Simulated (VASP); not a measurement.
# WSe2 in VASP: further runs

WSe2 is run at these levels: PBE+D3(BJ); tasks: single point, relaxation of cell and atoms.

All numbers are computed with VASP 6.6.1; they aren't measurements. Logs are shortened: lines on timing, memory, paths and dates and some standing lists are left out, and cuts for length are marked.

### 1 The cell of the first run

It takes space group P6_3/mmc (No. 194, hexagonal). The conventional cell has a = 3.230 Å, b = 3.230 Å, c = 12.601 Å, α = 90.00°, β = 90.00°, γ = 120.00°. Within 3.3 Å of W (site symmetry -6m2) lie 6 Se at 2.52 Å and 6 W at 3.23 Å. Within 3.3 Å of Se (site symmetry 3m) lie 3 W at 2.52 Å and 6 Se at 3.23 Å.

### 2 Single point, PBE+D3(BJ)

INCAR

```
SYSTEM = WSe2
PREC = Accurate
ENCUT = 520
EDIFF = 1E-6
ISMEAR = 0
SIGMA = 0.02
LREAL = .False.
LASPH = .True.
NELM = 60
ALGO = Normal
ISIF = 2
LWAVE = .False.
LCHARG = .False.
GGA = PE
IVDW = 12
NBANDS = 35
```

KPOINTS

```
regular mesh
0
Gamma
  12 12 2
  0 0 0
```

POSCAR

```
WSe2
1.0
    3.2298549705      0.0000000000      0.0000000000
   -1.6149274852      2.7971364550      0.0000000000
    0.0000000000      0.0000000000     12.6009309896
W Se
2 4
Direct
    0.6666666667      0.3333333333      0.2500000000
    0.3333333333      0.6666666667      0.7500000000
    0.3333333333      0.6666666667      0.3847818235
    0.6666666667      0.3333333333      0.8847818235
    0.3333333333      0.6666666667      0.1152181765
    0.6666666667      0.3333333333      0.6152181765
```

Potentials or basis: VASP PAW PBE potentials, release 64 (W_sv, Se).

The run is started by

```sh
> cat potpaw_PBE.64/W_sv/POTCAR potpaw_PBE.64/Se/POTCAR > POTCAR
> mpirun -np 1 vasp_std > vasp.out
```

OUTCAR:

```text
SYSTEM = WSe2
   PREC = Accurate
   ENCUT = 520
   EDIFF = 1E-6
   ISMEAR = 0
   LREAL = .False.
   LASPH = .True.
   NELM = 60
   ISIF = 2
   GGA = PE
   IVDW = 12
 IVDW          = 12

 ion  position               nearest neighbor table
   1  0.667  0.333  0.250-   3 2.52   5 2.52   3 2.52   5 2.52   3 2.52   5 2.52
   2  0.333  0.667  0.750-   4 2.52   6 2.52   4 2.52   6 2.52   4 2.52   6 2.52
   3  0.333  0.667  0.385-   1 2.52   1 2.52   1 2.52
   4  0.667  0.333  0.885-   2 2.52   2 2.52   2 2.52
   5  0.333  0.667  0.115-   1 2.52   1 2.52   1 2.52
   6  0.667  0.333  0.615-   2 2.52   2 2.52   2 2.52

  LATTYP: Found a hexagonal cell.
 ALAT       =     3.2298549705
 C/A-ratio  =     3.9013922002

  Lattice vectors:

 A1 = (   3.2298549705,   0.0000000000,   0.0000000000)
 A2 = (  -1.6149274852,   2.7971364550,   0.0000000000)
 A3 = (   0.0000000000,   0.0000000000,  12.6009309896)

Analysis of symmetry for initial positions (statically):
=====================================================================
 Subroutine PRICEL returns:
 Original cell was already a primitive cell.

 Routine SETGRP: Setting up the symmetry group for a
 hexagonal supercell.

 Subroutine GETGRP returns: Found 24 space group operations
 (whereof 12 operations were pure point group operations)
 out of a pool of 24 trial point group operations.

The static configuration has the point symmetry D_3d.
 The point group associated with its full space group is D_6h.

Analysis of symmetry for dynamics (positions and initial velocities):
=====================================================================
 Subroutine PRICEL returns:
 Original cell was already a primitive cell.

 Routine SETGRP: Setting up the symmetry group for a
 hexagonal supercell.

 Subroutine GETGRP returns: Found 24 space group operations
 (whereof 12 operations were pure point group operations)
 out of a pool of 24 trial point group operations.

The dynamic configuration has the point symmetry D_3d.
 The point group associated with its full space group is D_6h.

 Subroutine INISYM returns: Found 24 space group operations
 (whereof 12 operations are pure point group operations),
 and found     1 'primitive' translations

----------------------------------------------------------------------------------------

                                     Primitive cell

  volume of cell :     113.8412

  direct lattice vectors                    reciprocal lattice vectors
     3.229854970  0.000000000  0.000000000     0.309611425  0.178754240  0.000000000
    -1.614927485  2.797136455  0.000000000     0.000000000  0.357508479  0.000000000
     0.000000000  0.000000000 12.600930990     0.000000000  0.000000000  0.079359216

  length of vectors
     3.229854970  3.229854970 12.600930990     0.357508479  0.357508479  0.079359216

  position of ions in fractional coordinates (direct lattice)
     0.666666667  0.333333333  0.250000000
     0.333333333  0.666666667  0.750000000
     0.333333333  0.666666667  0.384781823
     0.666666667  0.333333333  0.884781823
     0.333333333  0.666666667  0.115218177
     0.666666667  0.333333333  0.615218177

  ion indices of the primitive-cell ions
   primitive index   ion index
                 1           1
                 2           2
                 3           3
                 4           4
                 5           5
                 6           6

----------------------------------------------------------------------------------------

 KPOINTS: regular mesh

Automatic generation of k-mesh.
 Grid dimensions read from file:
 generate k-points for:   12   12    2

 Generating k-lattice:

  Cartesian coordinates                     Fractional coordinates (reciprocal lattice)
     0.025800952  0.014896187  0.000000000     0.083333333  0.000000000  0.000000000
     0.000000000  0.029792373  0.000000000     0.000000000  0.083333333  0.000000000
     0.000000000  0.000000000  0.039679608     0.000000000  0.000000000  0.500000000

  Length of vectors
     0.029792373  0.029792373  0.039679608

  Shift w.r.t. Gamma in fractional coordinates (k-lattice)
     0.000000000  0.000000000  0.000000000

 Subroutine IBZKPT returns following result:
 ===========================================

 Found     38 irreducible k-points:

 Following reciprocal coordinates:
            Coordinates               Weight
  0.000000  0.000000  0.000000      1.000000
  0.083333  0.000000  0.000000      6.000000
  0.166667  0.000000  0.000000      6.000000
  0.250000  0.000000  0.000000      6.000000
  0.333333  0.000000  0.000000      6.000000
  0.416667  0.000000  0.000000      6.000000
[... 16 lines left out ...]
  0.250000  0.000000  0.500000      6.000000
  0.333333  0.000000  0.500000      6.000000
 [... further k-points ...]
   k-points           NKPTS =     38   k-points in BZ     NKDIM =     38   number of bands    NBANDS=     35
   number of dos      NEDOS =    301   number of ions     NIONS =      6
   total plane-waves  NPLWV =  55296
   dimension x,y,z NGX =    24 NGY =   24 NGZ =   96
   dimension x,y,z NGXF=    48 NGYF=   48 NGZF=  192
   ions per type =               2   4
   NGX,Y,Z   is equivalent  to a cutoff of  12.35, 12.35, 12.67 a.u.
   NGXF,Y,Z  is equivalent  to a cutoff of  24.71, 24.71, 25.33 a.u.
 SYSTEM =  WSe2
   PREC   = accura    normal or accurate (medium, high low for compatibility)
   ISTART =      0    job   : 0-new  1-cont  2-samecut
   ICHARG =      2    charge: 1-file 2-atom 10-const
   ISPIN  =      1    spin polarized calculation?
   LNONCOLLINEAR =      F non collinear calculations
   LSORBIT =      F    spin-orbit coupling
   LASPH  =      T    aspherical Exc in radial PAW
   ENCUT  =  520.0 eV  38.22 Ry    6.18 a.u.   6.01  6.01 23.43*2*pi/ulx,y,z
   NELM   =     60;   NELMIN=  2; NELMDL= -5     # of ELM steps
   EDIFF  = 0.1E-05   stopping-criterion for ELM
   LREAL  =      F    real-space projection
   EDIFFG = 0.1E-04   stopping-criterion for IOM
   NSW    =      0    number of steps for IOM
   IBRION =     -1    ionic relax: 0-MD 1-quasi-New 2-CG
   NFREE  =      0    steps in history (QN), initial steepest desc. (CG)
   ISIF   =      2    stress and relaxation
   ISYM   =      2    0-nonsym 1-usesym 2-fastsym
   POTIM  = 0.5000    time-step for ionic-motion
   TEBEG  =    0.0;   TEEND  =   0.0 temperature during run
   PSTRESS=    0.0 pullay stress
   NELECT =      52.0000    total number of electrons
   NUPDOWN=      -1.0000    fix difference up-down
   EMIN   =  10.00;   EMAX   =-10.00  energy-range for DOS
   EFERMI =   0.00;   METHOD = LEGACY
   ISMEAR =     0;   SIGMA  =   0.02  broadening in eV -4-tet -1-fermi 0-gaus
   EFERMI_NEDOS =   21; number of points for ismear=-14 and -15
   IALGO  =     38    algorithm
   IMIX   =      4    mixing-type and parameters
     AMIX     =   0.40;   BMIX     =  1.00
     AMIX_MAG =   1.60;   BMIX_MAG =  1.00
  volume/ion in A,a.u.               =      18.97       128.04
  Fermi-wavevector in a.u.,A,eV,Ry     =   1.260790  2.382548 21.627713  1.589592
  Thomas-Fermi vector in A             =   2.394282
   LORBIT       =      0    0 simple, 1 ext, 2 COOP (PROOUT), +10 PAW based schemes
   GGA     = PE    functional components
   LHFCALC =     F    Hartree Fock is set to
   AEXX    =    0.0000 exact exchange contribution
   IVDW    =    12    specifies the selected vdW correction
   LEPSILON=     F    determine dielectric tensor
   LRPA    =     F    only Hartree local field effects (RPA)
 non-spin polarized calculation
 Gauss-broadening in eV      SIGMA  =   0.02
  energy-cutoff  :      520.00
  volume of cell :      113.84
 maximum number of plane-waves:      3101
   NGX = 13   NGY = 13   NGZ = 47

 number of electron      52.0000011 magnetization

 Free energy of the ion-electron system (eV)
  ---------------------------------------------------
  ext. energy  EPLUGINS =         0.00000000
  ---------------------------------------------------
  free energy    TOTEN  =       -42.88362273 eV

  energy without entropy =      -42.88362273  energy(sigma->0) =      -42.88362273

 E-fermi :   7.3589     XC(G=0): -11.1625

 val. band max:        7.0243733602   @ k =   0.0000   0.0000   0.0000
 cond. band min:       7.8283288282   @ k =   0.1667   0.1667   0.0000
 fundamental gap:      0.8039554680
 Fermi energy:         7.3589163551

 k-point     1 :       0.0000    0.0000    0.0000
  band No.  band energies     occupation
      1     -67.2385      2.00000
      2     -67.2384      2.00000
      3     -31.5264      2.00000
      4     -31.5264      2.00000
      5     -31.3395      2.00000
      6     -31.3395      2.00000
[... 27 lines left out ...]
     34      10.1192      0.00000
     35      11.9141      0.00000

 k-point     2 :       0.0833    0.0000    0.0000
  band No.  band energies     occupation
      1     -67.2376      2.00000
      2     -67.2376      2.00000
      3     -31.5228      2.00000
      4     -31.5227      2.00000
      5     -31.3587      2.00000
      6     -31.3587      2.00000
[... 27 lines left out ...]
     34      10.0968      0.00000
     35      12.5398      0.00000

 k-point     3 :       0.1667    0.0000    0.0000
  band No.  band energies     occupation
      1     -67.2351      2.00000
      2     -67.2351      2.00000
      3     -31.5128      2.00000
      4     -31.5127      2.00000
      5     -31.4109      2.00000
      6     -31.4109      2.00000
[... 27 lines left out ...]
     34      10.5718      0.00000
     35      13.4076      0.00000
[... 723 lines left out ...]
 k-point    23 :       0.2500    0.0000    0.5000
  band No.  band energies     occupation
      1     -67.2317      2.00000
      2     -67.2317      2.00000
      3     -31.4990      2.00000
      4     -31.4990      2.00000
      5     -31.4814      2.00000
      6     -31.4814      2.00000
[... 27 lines left out ...]
     34      10.8220      0.00000
     35      13.4177      0.00000

 k-point    24 :       0.3333    0.0000    0.5000
  band No.  band energies     occupation
      1     -67.2284      2.00000
      2     -67.2284      2.00000
      3     -31.5510      2.00000
      4     -31.5510      2.00000
      5     -31.4853      2.00000
      6     -31.4853      2.00000
[... 27 lines left out ...]
     34      11.0516      0.00000
     35      12.6053      0.00000

 [... further k-points ...]

------------------------ aborting loop because EDIFF is reached ----------------------------------------

 Edisp (eV)   -2.98969

 E8    (eV) :    -1.3336

  FORCE on cell =-STRESS in cart. coord.  units (eV):
  Direction    XX          YY          ZZ          XY          YZ          ZX
  --------------------------------------------------------------------------------------
  -------------------------------------------------------------------------------------
  Total       3.17369     3.17369     1.57594     0.00000     0.00000     0.00000
  in kB      44.66593    44.66593    22.17941     0.00000     0.00000     0.00000
  external pressure =       37.17 kB  Pullay stress =        0.00 kB

 VOLUME and BASIS-vectors are now :
 -----------------------------------------------------------------------------
  energy-cutoff  :      520.00
  volume of cell :      113.84
      direct lattice vectors                 reciprocal lattice vectors
     3.229854970  0.000000000  0.000000000     0.309611425  0.178754240  0.000000000
    -1.614927485  2.797136455  0.000000000     0.000000000  0.357508479  0.000000000
     0.000000000  0.000000000 12.600930990     0.000000000  0.000000000  0.079359216

 POSITION                                       TOTAL-FORCE (eV/Angst)
 -----------------------------------------------------------------------------------
      1.61493      0.93238      3.15023         0.000000     -0.000000      0.000000
     -0.00000      1.86476      9.45070        -0.000000      0.000000      0.000000
     -0.00000      1.86476      4.84861        -0.000000     -0.000000      0.051915
      1.61493      0.93238     11.14907         0.000000      0.000000      0.051915
     -0.00000      1.86476      1.45186        -0.000000     -0.000000     -0.051915
      1.61493      0.93238      7.75232         0.000000      0.000000     -0.051915
 -----------------------------------------------------------------------------------
    total drift:                               -0.000000      0.000000     -0.000000

  FREE ENERGIE OF THE ION-ELECTRON SYSTEM (eV)
  ---------------------------------------------------
  free  energy   TOTEN  =       -45.8733142924 eV

  energy  without entropy=      -45.8733142924  energy(sigma->0) =      -45.87331429
```

Wall time 58 s (1 thread of Intel Xeon 6975P-C (Granite Rapids), shared host); peak memory 0.3 GiB.

What came out:

| Quantity | Value |
| --- | --- |
| Free energy | -45.8733 eV |
| Pressure | 3.7 GPa |
| Largest force | 0.052 eV/Å |
| Band gap on the k mesh | 0.80 eV, indirect (least direct gap 1.70 eV) |
| Dispersion energy per atom | -0.498 eV |

Forces on the atoms (eV/Å):
```
W    0.000  0.000  0.000
W    0.000  0.000  0.000
Se   0.000  0.000  0.052
Se   0.000  0.000  0.052
Se   0.000  0.000 -0.052
Se   0.000  0.000 -0.052
```

Caveat: spin-orbit coupling is left out, which moves the levels of the heavy elements.

(Part 1 of 2 ends here.)
